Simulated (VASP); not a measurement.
# PbF2 (Fm-3m) in VASP: a series of runs, part 2 of 2

VASP 6.6.1.

## 3. Elastic constants, PBE+D3(BJ)

This run uses another cell than the first one, of 16.61 Å³/atom.

INCAR reads:

```
SYSTEM = PbF2
  ALGO = Normal
  EDIFF = 1E-8
  ENCUT = 600
  GGA = PE
  IBRION = 6
  ISIF = 3
  ISMEAR = 0
  IVDW = 12
  LASPH = .True.
  LCHARG = .False.
  LREAL = .False.
  LWAVE = .False.
  NELM = 60
  NFREE = 2
  NSW = 1
  POTIM = 0.015
  PREC = Accurate
  SIGMA = 0.01
```

KPOINTS reads:

```
k-points
0
Gamma
  8 8 8
  0 0 0
```

POSCAR reads:

```
PbF2
1.0
    0.0000000000      2.9207703229      2.9207703229
    2.9207703229      0.0000000000      2.9207703229
    2.9207703229      2.9207703229      0.0000000000
Pb F
1 2
Direct
    0.0000000000      0.0000000000      0.0000000000
    0.2500000000      0.2500000000      0.2500000000
    0.7500000000      0.7500000000      0.7500000000
```

Potentials or basis: VASP PAW PBE potentials, release 64 (Pb_d, F).

Command:

```console
$ cat potpaw_PBE.64/Pb_d/POTCAR potpaw_PBE.64/F/POTCAR > POTCAR
$ mpirun -np 1 vasp_std > vasp.out
```

OUTCAR:

```text
SYSTEM = PbF2
   EDIFF = 1E-8
   ENCUT = 600
   GGA = PE
   IBRION = 6
   ISIF = 3
   ISMEAR = 0
   IVDW = 12
   LASPH = .True.
   LREAL = .False.
   NELM = 60
   NFREE = 2
   NSW = 1
   POTIM = 0.015
   PREC = Accurate
 IVDW          = 12

 ion  position               nearest neighbor table
   1  0.000  0.000  0.000-   3 2.53   3 2.53   3 2.53   2 2.53   3 2.53   2 2.53   2 2.53   2 2.53

   2  0.250  0.250  0.250-   1 2.53   1 2.53   1 2.53   1 2.53
   3  0.750  0.750  0.750-   1 2.53   1 2.53   1 2.53   1 2.53

  LATTYP: Found a face centered cubic cell.
 ALAT       =     5.8415406458

  Lattice vectors:

 A1 = (   0.0000000000,   2.9207703229,   2.9207703229)
 A2 = (   2.9207703229,   0.0000000000,   2.9207703229)
 A3 = (   2.9207703229,   2.9207703229,   0.0000000000)

Analysis of symmetry for initial positions (statically):
=====================================================================
 Subroutine PRICEL returns:
 Original cell was already a primitive cell.

 Routine SETGRP: Setting up the symmetry group for a
 face centered cubic supercell.

 Subroutine GETGRP returns: Found 48 space group operations
 (whereof 48 operations were pure point group operations)
 out of a pool of 48 trial point group operations.

The static configuration has the point symmetry O_h .

Analysis of symmetry for dynamics (positions and initial velocities):
[... 904 lines left out ...]
      3     -12.0568      2.00000
      4     -12.0562      2.00000
      5     -12.0558      2.00000
      6     -11.9786      2.00000
[... 529 lines left out ...]
  FREE ENERGIE OF THE ION-ELECTRON SYSTEM (eV)
  ---------------------------------------------------
  free  energy   TOTEN  =       -14.7536343265 eV

  energy  without entropy=      -14.7536343265  energy(sigma->0) =      -14.75363433

 INTERNAL STRAIN TENSORS FROM STRAINED CELLS
 ============================================

 INTERNAL STRAIN TENSOR FOR ION    1 for displacements in x,y,z  (eV/Angst):
          X           Y           Z          XY          YZ          ZX
  --------------------------------------------------------------------------------
  x     0.00000     0.00000    -0.00000     0.00000    -0.00000    -0.00000
  y     0.00000     0.00000     0.00000    -0.00000    -0.00000     0.00000
  z    -0.00000     0.00000    -0.00000     0.00000     0.00000     0.00000

 INTERNAL STRAIN TENSORS FROM DISPLACED ATOMS
 ============================================

 INTERNAL STRAIN TENSOR FOR ION    1 for displacements in x,y,z  (eV/Angst):
          X           Y           Z          XY          YZ          ZX
  --------------------------------------------------------------------------------
  x     0.00000     0.00000     0.00000     0.00000     0.00000     0.00000
  y     0.00000     0.00000     0.00000     0.00000     0.00000     0.00000
  z     0.00000     0.00000     0.00000     0.00000     0.00000     0.00000

 INTERNAL STRAIN TENSOR FOR ION    3 for displacements in x,y,z  (eV/Angst):
          X           Y           Z          XY          YZ          ZX
  --------------------------------------------------------------------------------
  x     0.00000    -0.00000    -0.00000     0.00000     4.11916     0.00000
  y    -0.00000     0.00000    -0.00000     0.00000     0.00000     4.11916
  z    -0.00000    -0.00000     0.00000     4.11916     0.00000     0.00000

 Eigenvectors and eigenvalues of the dynamical matrix
 ----------------------------------------------------

   1 f  =    8.184059 THz    51.421957 2PiTHz  272.990813 cm-1    33.846532 meV
             X         Y         Z           dx          dy          dz
      0.000000  0.000000  0.000000    -0.000000    0.000000    0.000000
      1.460385  1.460385  1.460385     0.036226    0.706178   -0.000000
      4.381155  4.381155  4.381155    -0.036226   -0.706178    0.000000
[... 43 lines left out ...]
   9 f/i=    0.004185 THz     0.026295 2PiTHz    0.139596 cm-1     0.017308 meV
             X         Y         Z           dx          dy          dz
      0.000000  0.000000  0.000000    -0.057690   -0.917703   -0.015402
      1.460385  1.460385  1.460385    -0.017422   -0.277132   -0.004651
      4.381155  4.381155  4.381155    -0.017422   -0.277132   -0.004651

--------------------------------------------------------------------------------------------------------

 ELASTIC MODULI CONTR FROM IONIC RELAXATION (kBar)
 Direction    XX          YY          ZZ          XY          YZ          ZX
 --------------------------------------------------------------------------------
 XX          -0.0000     -0.0000     -0.0000      0.0000     -0.0000      0.0000
 YY          -0.0000     -0.0000     -0.0000      0.0000      0.0000     -0.0000
 ZZ          -0.0000     -0.0000     -0.0000      0.0000      0.0000      0.0000
 XY           0.0000      0.0000      0.0000   -209.5517     -0.0000      0.0000
 YZ          -0.0000      0.0000      0.0000     -0.0000   -209.5517      0.0000
 ZX           0.0000     -0.0000      0.0000      0.0000      0.0000   -209.5517
 --------------------------------------------------------------------------------

 TOTAL ELASTIC MODULI (kBar)
 Direction    XX          YY          ZZ          XY          YZ          ZX
 --------------------------------------------------------------------------------
 XX        1201.5893    709.1866    709.1866      0.0000      0.0000      0.0000
 YY         709.1866   1201.5893    709.1866      0.0000      0.0000      0.0000
 ZZ         709.1866    709.1866   1201.5893      0.0000      0.0000      0.0000
 XY           0.0000      0.0000      0.0000    218.3934     -0.0000      0.0000
 YZ           0.0000      0.0000      0.0000     -0.0000    218.3934      0.0000
 ZX           0.0000      0.0000      0.0000      0.0000      0.0000    218.3934
 --------------------------------------------------------------------------------
```

stdout:

```text
POSCAR found type information on POSCAR PbF
 POSCAR found :  2 types and       3 ions
 scaLAPACK will be used
 LDA part: xc-table for (Slater+PW92), standard interpolation
 POSCAR, INCAR and KPOINTS ok, starting setup
 FFT: planning ... GRIDC
 FFT: planning ... GRID_SOFT
 FFT: planning ... GRID
 WAVECAR not read
 entering main loop
 Found     2 degrees of freedom:
 Adding 6 more for cell shape distortion
 Finite differences POTIM= 0.01500 DOF=   8
 bond charge predicted
 Finite differences progress:
 bond charge predicted
 Finite differences progress:
 bond charge predicted
 Finite differences progress:
 bond charge predicted
 Finite differences progress:
 bond charge predicted
 Finite differences progress:
 bond charge predicted
 Finite differences progress:
 bond charge predicted
 Finite differences progress:
 bond charge predicted
 Finite differences progress:
 bond charge predicted
 Finite differences progress:
 bond charge predicted
 Finite differences progress:
 bond charge predicted
 Finite differences progress:
 bond charge predicted
 Finite differences progress:
 bond charge predicted
 Finite differences progress:
 bond charge predicted
 Finite differences progress:
 bond charge predicted
 Finite differences progress:
 bond charge predicted
 Finite differences progress:
```

Wall time 8.7 min (1 thread of Intel Xeon 6975P-C (Granite Rapids), shared host); peak memory 0.4 GiB.

Results:

```yaml
Elastic_constants_C11_C12_C44: 120, 71, 22 GPa
Voigt_bulk_modulus: 87 GPa
Highest_phonon_frequency_at_Γ_LO-TO_splitting_left_out: 273 cm⁻¹
Dispersion_energy_per_atom: -0.160 eV
```

Phonon frequencies in cm⁻¹ (negative: imaginary):
```tsv
q point	frequencies
(0.000, 0.000, 0.000)	0 0 0 143 143 143 273 273 273
```

Elastic tensor in Voigt notation (GPa, in the Cartesian axes of the cell as first typed):
```
120  71  71   0   0   0
 71 120  71   0   0   0
 71  71 120   0   0   0
  0   0   0  22   0   0
  0   0   0   0  22   0
  0   0   0   0   0  22
```

Clamped-ion elastic tensor (GPa):
```
120  71  71   0   0   0
 71 120  71   0   0   0
 71  71 120   0   0   0
  0   0   0  43   0   0
  0   0   0   0  43   0
  0   0   0   0   0  43
```

Caveat: the cell is under stress, which shifts elastic constants; spin-orbit coupling is left out, which moves the levels of the heavy elements.
